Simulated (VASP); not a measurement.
# Pd (Fm-3m) in VASP: further runs

Pd is run at these levels: r2SCAN; tasks: single point.

Everything below comes from runs of VASP 6.6.1. Logs are shortened: lines on timing, memory, paths and dates and some standing lists are left out, and cuts for length are marked.

### Step 1. The cell of the first run

Symmetry: Fm-3m, No. 225, cubic system. Conventional cell: a = 3.912 Å, b = 3.912 Å, c = 3.912 Å, α = 90.00°, β = 90.00°, γ = 90.00°. Pd (site symmetry m-3m) has 12 Pd at 2.77 Å within 3.6 Å.

### Step 2. Single point, r2SCAN

POSCAR

```
Pd
1.0
    0.0000000000      1.9558504376      1.9558504376
    1.9558504376      0.0000000000      1.9558504376
    1.9558504376      1.9558504376      0.0000000000
Pd
1
Direct
    0.0000000000      0.0000000000      0.0000000000
```

INCAR.step1

```
ALGO     = Normal         # electronic algorithm
EDIFF    = 1E-4           # SCF threshold, eV
ENCUT    = 520            # plane-wave cutoff, eV
GGA      = PE             # functional
ISMEAR   = 1              # smearing method
LASPH    = T              # aspherical terms in the spheres
LCHARG   = F              # write CHGCAR
LREAL    = F              # projectors in reciprocal space
LWAVE    = T              # write WAVECAR
NBANDS   = 11             # bands
NELM     = 80             # most SCF steps
PREC     = Accurate       # precision mode
SIGMA    = 0.2            # smearing width, eV
```

INCAR.step2

```
ALGO     = Normal         # electronic algorithm
EDIFF    = 1E-6           # SCF threshold, eV
ENCUT    = 520            # plane-wave cutoff, eV
ISIF     = 2              # what is computed and relaxed
ISMEAR   = 1              # smearing method
ISTART   = 1            
LASPH    = T              # aspherical terms in the spheres
LCHARG   = T              # write CHGCAR
LELF     = T              # ELF
LMIXTAU  = T            
LREAL    = F              # projectors in reciprocal space
LVHAR    = T            
LWAVE    = F              # write WAVECAR
METAGGA  = R2SCAN         # meta-GGA
NBANDS   = 11             # bands
NELM     = 80             # most SCF steps
PREC     = Accurate       # precision mode
SIGMA    = 0.2            # smearing width, eV
```

KPOINTS

```
k-points
0
Gamma
  14 14 14
```

Potentials or basis: VASP PAW PBE potentials, release 64 (Pd).

Command:

```console
$ cat potpaw_PBE.64/Pd/POTCAR > POTCAR
$ cp INCAR.step1 INCAR
$ mpirun -np 1 vasp_std > vasp.out
$ cp INCAR.step2 INCAR
$ mpirun -np 1 vasp_std > vasp.out
```

OUTCAR:

```text
EDIFF = 1E-6
   ENCUT = 520
   ISIF = 2
   ISMEAR = 1
   ISTART = 1
   LASPH = T
   LREAL = F
   METAGGA = R2SCAN
   NELM = 80
   PREC = Accurate

 ion  position               nearest neighbor table
   1  0.000  0.000  0.000-

  LATTYP: Found a face centered cubic cell.
 ALAT       =     3.9117008752

  Lattice vectors:

 A1 = (   0.0000000000,   1.9558504376,   1.9558504376)
 A2 = (   1.9558504376,   0.0000000000,   1.9558504376)
 A3 = (   1.9558504376,   1.9558504376,   0.0000000000)

Analysis of symmetry for initial positions (statically):
=====================================================================
 Subroutine PRICEL returns:
 Original cell was already a primitive cell.

 Routine SETGRP: Setting up the symmetry group for a
 face centered cubic supercell.

 Subroutine GETGRP returns: Found 48 space group operations
 (whereof 48 operations were pure point group operations)
 out of a pool of 48 trial point group operations.

The static configuration has the point symmetry O_h .

Analysis of symmetry for dynamics (positions and initial velocities):
=====================================================================
 Subroutine PRICEL returns:
 Original cell was already a primitive cell.

 Routine SETGRP: Setting up the symmetry group for a
 face centered cubic supercell.

 Subroutine GETGRP returns: Found 48 space group operations
 (whereof 48 operations were pure point group operations)
 out of a pool of 48 trial point group operations.

The dynamic configuration has the point symmetry O_h .

 Subroutine INISYM returns: Found 48 space group operations
 (whereof 48 operations are pure point group operations),
 and found     1 'primitive' translations

----------------------------------------------------------------------------------------

                                     Primitive cell

  volume of cell :      14.9636

  direct lattice vectors                    reciprocal lattice vectors
     0.000000000  1.955850438  1.955850438    -0.255643269  0.255643269  0.255643269
     1.955850438  0.000000000  1.955850438     0.255643269 -0.255643269  0.255643269
     1.955850438  1.955850438  0.000000000     0.255643269  0.255643269 -0.255643269

  length of vectors
     2.765990215  2.765990215  2.765990215     0.442787131  0.442787131  0.442787131

  position of ions in fractional coordinates (direct lattice)
     0.000000000  0.000000000  0.000000000

  ion indices of the primitive-cell ions
   primitive index   ion index
                 1           1

----------------------------------------------------------------------------------------

 KPOINTS: k-points

Automatic generation of k-mesh.
 Grid dimensions read from file:
 generate k-points for:   14   14   14

 Generating k-lattice:

  Cartesian coordinates                     Fractional coordinates (reciprocal lattice)
    -0.018260234  0.018260234  0.018260234     0.071428571  0.000000000  0.000000000
     0.018260234 -0.018260234  0.018260234     0.000000000  0.071428571  0.000000000
     0.018260234  0.018260234 -0.018260234     0.000000000  0.000000000  0.071428571

  Length of vectors
     0.031627652  0.031627652  0.031627652

  Shift w.r.t. Gamma in fractional coordinates (k-lattice)
     0.000000000  0.000000000  0.000000000

 Subroutine IBZKPT returns following result:
 ===========================================

 Found    104 irreducible k-points:

 Following reciprocal coordinates:
            Coordinates               Weight
  0.000000  0.000000  0.000000      1.000000
  0.071429  0.000000  0.000000      8.000000
  0.142857  0.000000  0.000000      8.000000
  0.214286  0.000000  0.000000      8.000000
  0.285714  0.000000  0.000000      8.000000
  0.357143  0.000000  0.000000      8.000000
[... 16 lines left out ...]
  0.214286  0.142857  0.000000     24.000000
  0.285714  0.142857  0.000000     24.000000
 [... further k-points ...]
   k-points           NKPTS =    104   k-points in BZ     NKDIM =    104   number of bands    NBANDS=     11
   number of dos      NEDOS =    301   number of ions     NIONS =      1
   total plane-waves  NPLWV =  13824
   dimension x,y,z NGX =    24 NGY =   24 NGZ =   24
   dimension x,y,z NGXF=    48 NGYF=   48 NGZF=   48
   ions per type =               1
   NGX,Y,Z   is equivalent  to a cutoff of  14.42, 14.42, 14.42 a.u.
   NGXF,Y,Z  is equivalent  to a cutoff of  28.85, 28.85, 28.85 a.u.
 SYSTEM =  unknown system
   PREC   = accura    normal or accurate (medium, high low for compatibility)
   ISTART =      1    job   : 0-new  1-cont  2-samecut
   ICHARG =      0    charge: 1-file 2-atom 10-const
   ISPIN  =      1    spin polarized calculation?
   LNONCOLLINEAR =      F non collinear calculations
   LSORBIT =      F    spin-orbit coupling
   LASPH  =      T    aspherical Exc in radial PAW
   ENCUT  =  520.0 eV  38.22 Ry    6.18 a.u.   5.14  5.14  5.14*2*pi/ulx,y,z
   NELM   =     80;   NELMIN=  2; NELMDL=  0     # of ELM steps
   EDIFF  = 0.1E-05   stopping-criterion for ELM
   LREAL  =      F    real-space projection
   EDIFFG = 0.1E-04   stopping-criterion for IOM
   NSW    =      0    number of steps for IOM
   IBRION =     -1    ionic relax: 0-MD 1-quasi-New 2-CG
   NFREE  =      0    steps in history (QN), initial steepest desc. (CG)
   ISIF   =      2    stress and relaxation
   ISYM   =      2    0-nonsym 1-usesym 2-fastsym
   POTIM  = 0.5000    time-step for ionic-motion
   TEBEG  =    0.0;   TEEND  =   0.0 temperature during run
   PSTRESS=    0.0 pullay stress
   NELECT =      10.0000    total number of electrons
   NUPDOWN=      -1.0000    fix difference up-down
   EMIN   =  10.00;   EMAX   =-10.00  energy-range for DOS
   EFERMI =   0.00;   METHOD = LEGACY
   ISMEAR =     1;   SIGMA  =   0.20  broadening in eV -4-tet -1-fermi 0-gaus
   EFERMI_NEDOS =   21; number of points for ismear=-14 and -15
   IALGO  =     38    algorithm
   IMIX   =      4    mixing-type and parameters
     AMIX     =   0.40;   BMIX     =  1.00
     AMIX_MAG =   1.60;   BMIX_MAG =  1.00
  volume/ion in A,a.u.               =      14.96       100.98
  Fermi-wavevector in a.u.,A,eV,Ry     =   1.431295  2.704756 27.872973  2.048606
  Thomas-Fermi vector in A             =   2.551047
   LORBIT       =      0    0 simple, 1 ext, 2 COOP (PROOUT), +10 PAW based schemes
   METAGGA = R2SCAN    functional components
   LHFCALC =     F    Hartree Fock is set to
   AEXX    =    0.0000 exact exchange contribution
   IVDW    =     0    specifies the selected vdW correction
   LEPSILON=     F    determine dielectric tensor
   LRPA    =     F    only Hartree local field effects (RPA)
 non-spin polarized calculation
 Methfessel and Paxton  Order N= 1 SIGMA  =   0.20
  energy-cutoff  :      520.00
  volume of cell :       14.96
 maximum number of plane-waves:       415
 NGX is ok and might be reduce to    24
   NGX = 11   NGY = 11   NGZ = 11

 number of electron       9.9999999 magnetization

 Free energy of the ion-electron system (eV)
  ---------------------------------------------------
  ext. energy  EPLUGINS =         0.00000000
  ---------------------------------------------------
  free energy    TOTEN  =       -22.93810333 eV

  energy without entropy =      -22.93040946  energy(sigma->0) =      -22.93553871

 E-fermi :   9.3814     XC(G=0): -14.0228

 val. band max:        9.3730230093   @ k =   0.5000   0.1429   0.0000
 cond. band min:       9.3831812621   @ k =   0.3571   0.2857   0.0714
 fundamental gap:      0.0101582528
 Fermi energy:         9.3814473682

 k-point     1 :       0.0000    0.0000    0.0000
  band No.  band energies     occupation
      1       2.2958      2.00000
      2       6.5253      2.00000
      3       6.5253      2.00000
      4       6.5253      2.00000
      5       8.0986      2.00000
      6       8.0986      2.00000
      7      27.3842      0.00000
      8      31.8982      0.00000
      9      32.2856      0.00000
     10      32.2856      0.00000
     11      32.2856      0.00000

 k-point     2 :       0.0714    0.0000    0.0000
  band No.  band energies     occupation
      1       2.4849      2.00000
      2       6.4608      2.00000
      3       6.5897      2.00000
      4       6.5897      2.00000
      5       8.0691      2.00000
      6       8.0691      2.00000
      7      27.5687      0.00000
      8      31.0643      0.00000
      9      31.9250      0.00000
     10      32.4920      0.00000
     11      32.4920      0.00000

 k-point     3 :       0.1429    0.0000    0.0000
  band No.  band energies     occupation
      1       3.0127      2.00000
      2       6.3275      2.00000
      3       6.7373      2.00000
      4       6.7373      2.00000
      5       8.0308      2.00000
      6       8.0308      2.00000
      7      27.7190      0.00000
      8      29.0667      0.00000
      9      31.9178      0.00000
     10      33.0485      0.00000
     11      33.0485      0.00000

 k-point     4 :       0.2143    0.0000    0.0000
  band No.  band energies     occupation
      1       3.7027      2.00000
      2       6.3472      2.00000
      3       6.8259      2.00000
      4       6.8259      2.00000
      5       8.1307      2.00000
      6       8.1307      2.00000
      7      25.8117      0.00000
      8      28.6139      0.00000
      9      31.9121      0.00000
     10      33.7047      0.00000
     11      33.7047      0.00000

 k-point     5 :       0.2857    0.0000    0.0000
  band No.  band energies     occupation
      1       4.1422      2.00000
      2       6.7564      2.00000
      3       6.7564      2.00000
      4       6.9641      2.00000
      5       8.4552      2.00000
      6       8.4552      2.00000
      7      23.1191      0.00000
      8      28.1734      0.00000
      9      31.9086      0.00000
     10      33.6848      0.00000
     11      33.6848      0.00000
[... 211 lines left out ...]
 k-point    21 :      -0.0714    0.0714    0.0000
  band No.  band energies     occupation
      1       2.7896      2.00000
      2       6.3373      2.00000
      3       6.6800      2.00000
      4       6.7230      2.00000
      5       7.9278      2.00000
      6       8.1407      2.00000
      7      27.8137      0.00000
      8      29.9888      0.00000
      9      31.9218      0.00000
     10      31.9468      0.00000
     11      33.2503      0.00000

 k-point    22 :       0.1429    0.1429    0.0000
  band No.  band energies     occupation
      1       3.2548      2.00000
      2       6.0232      2.00000
      3       6.9733      2.00000
      4       6.9733      2.00000
      5       7.6236      2.00000
      6       8.3066      2.00000
      7      28.3576      0.00000
      8      30.1241      0.00000
      9      31.1675      0.00000
     10      31.1675      0.00000
     11      31.9149      0.00000

 k-point    23 :       0.2143    0.1429    0.0000
  band No.  band energies     occupation
      1       3.8093      2.00000
      2       5.8123      2.00000
      3       7.0602      2.00000
      4       7.1769      2.00000
      5       7.6690      2.00000
      6       8.4322      2.00000
      7      27.9307      0.00000
      8      29.0096      0.00000
      9      30.5085      0.00000
     10      31.5206      0.00000
     11      31.8943      0.00000

 k-point    24 :       0.2857    0.1429    0.0000
  band No.  band energies     occupation
      1       4.4065      2.00000
      2       5.7701      2.00000
      3       6.8142      2.00000
      4       7.2482      2.00000
      5       8.3216      2.00000
      6       8.6858      2.00001
      7      25.3599      0.00000
      8      28.7949      0.00000
      9      29.9344      0.00000
     10      31.7204      0.00000
     11      32.0992      0.00000

 [... further k-points ...]
[... 5 lines left out ...]
  --------------------------------------------------------------------------------------
  -------------------------------------------------------------------------------------
  Total        0.0332317      0.0332317      0.0332317      0.0000000      0.0000000     -0.0000000
  in kB        3.5581703      3.5581703      3.5581703      0.0000000      0.0000000     -0.0000000
  external PRESSURE =       3.5581703 kB  Pullay stress =       0.0000000 kB

 VOLUME and BASIS-vectors are now :
 -----------------------------------------------------------------------------
  energy-cutoff  :      520.00
  volume of cell :       14.96
      direct lattice vectors                 reciprocal lattice vectors
     0.000000000  1.955850438  1.955850438    -0.255643269  0.255643269  0.255643269
     1.955850438  0.000000000  1.955850438     0.255643269 -0.255643269  0.255643269
     1.955850438  1.955850438  0.000000000     0.255643269  0.255643269 -0.255643269

 POSITION                                       TOTAL-FORCE (eV/Angst)
 -----------------------------------------------------------------------------------
      0.00000      0.00000      0.00000         0.000000      0.000000      0.000000
 -----------------------------------------------------------------------------------
    total drift:                               -0.000000      0.000000     -0.000000

  FREE ENERGIE OF THE ION-ELECTRON SYSTEM (eV)
  ---------------------------------------------------
  free  energy   TOTEN  =       -22.9381033302 eV

  energy  without entropy=      -22.9304094612  energy(sigma->0) =      -22.93553871
```

Run time: 29 s. Hardware: 1 thread of Intel Xeon Platinum 8559C (Emerald Rapids), shared host; peak memory 0.15 GiB.

What came out:

* Free energy: -22.9381 eV
* Pressure: 0.4 GPa
* Band gap on the k mesh: zero (band 5 reaches 9.68 eV, above the bottom of band 6 at 8.03 eV)

Levels at points of the mesh, in eV from the Fermi level:
| k point | band 3 | band 4 | band 5 | band 6 | band 7 | band 8 |
| --- | --- | --- | --- | --- | --- | --- |
| (0.00, 0.00, 0.00) | -2.86 | -2.86 | -1.28 | -1.28 | 18.00 | 22.52 |
| (0.50, 0.00, 0.00) | -2.93 | -0.04 | -0.04 | 1.31 | 7.59 | 17.39 |
| (0.50, 0.50, 0.00) | -0.10 | 0.30 | 0.30 | 3.65 | 11.15 | 13.84 |

Caveat: the PAW data sets were made with another functional, which shifts forces and pressure a little.

(Part 1 of 2 ends here.)
